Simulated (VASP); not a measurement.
Here is a VASP 6.6.1 calculation.

File INCAR:

```
SYSTEM = Mg3F2
PREC = Accurate
ENCUT = 520
EDIFF = 1E-6
ISMEAR = 0
SIGMA = 0.1
LREAL = .False.
LASPH = .True.
NELM = 60
ALGO = Normal
ISIF = 2
LWAVE = .False.
LCHARG = .False.
GGA = PE
NBANDS = 18
```

The input KPOINTS:

```
Automatic mesh
0
Gamma
  6 6 4
  0 0 0
```

File POSCAR:

```
Mg3F2
1.0
    3.1056756600      0.0000000000      0.0000000000
   -1.5528378300      2.6895940175      0.0000000000
    0.0000000000      0.0000000000     11.5418406203
Mg F
3 2
Direct
    0.0000000000      0.0000000000      0.0000000000
    0.3333333333      0.6666666667      0.6248577994
    0.6666666667      0.3333333333      0.3751422006
    0.3333333333      0.6666666667     -0.0819628310
    0.6666666667      0.3333333333      1.0819628310
```

Potentials or basis: VASP PAW PBE potentials, release 64 (Mg, F).

Command:

```sh
$ cat potpaw_PBE.64/Mg/POTCAR potpaw_PBE.64/F/POTCAR > POTCAR
$ mpirun -np 1 vasp_std > vasp.out
```

Problem. What does it give for the pressure?

Solution. -0.3 GPa.

Problem. Predict the largest force.

Solution. 0.054 eV/Å.

Problem. What does it give for the band gap on the k mesh?

Solution. Zero (bands 10 and 11 overlap by 1.60 eV).

Forces in eV/Å, atoms in the order of the input:
```
Mg   0.000  0.000  0.000
Mg   0.000  0.000  0.011
Mg   0.000  0.000 -0.011
F    0.000  0.000  0.054
F    0.000  0.000 -0.054
```

Caveat: the k points lie up to 0.39 Å⁻¹ apart, too coarse for converged energies and pressures of a metal.
